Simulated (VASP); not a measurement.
**Hg: single point with PBE**

Hg:

```xyz
1
Lattice="2.0784 1.2000 1.9747 -2.0784 1.2000 1.9747 0.0000 -2.3999 1.9747" Properties=species:S:1:pos:R:3 pbc="T T T"
Hg   -2.0784    1.2000    1.9747
```

```json
{
 "Program": "VASP 6.6.1",
 "Task": "single point",
 "Functional": "PBE",
 "Potentials or basis": "VASP PAW PBE potentials, release 64 (Hg)",
 "Cutoff": "520 eV",
 "k mesh": "17 × 17 × 17",
 "Occupations": "fermi-dirac, width 0.1 eV",
 "Spin": "no spin polarisation",
 "Dipole correction": "no",
 "Further INCAR settings": "ALGO = Normal; EDIFF = 1e-06; NBANDS = 12"
}
```

- Pressure: 0.2 GPa
- Band gap on the k mesh: zero (bands 6 and 7 overlap by 3.72 eV)

Levels at points of the mesh, in eV from the Fermi level:
```csv
k point,band 3,band 4,band 5,band 6,band 7,band 8,band 9,band 10
"(0.00, 0.00, 0.00)",-7.53,-5.90,-5.90,-5.86,9.66,9.66,9.88,12.95
```

It took 59 s on 1 thread of AMD EPYC 9R45 96-Core Processor (Zen 5) (shared host), peak memory 0.24 GiB.

Caveat: spin-orbit coupling is left out, which moves the levels of the heavy elements.
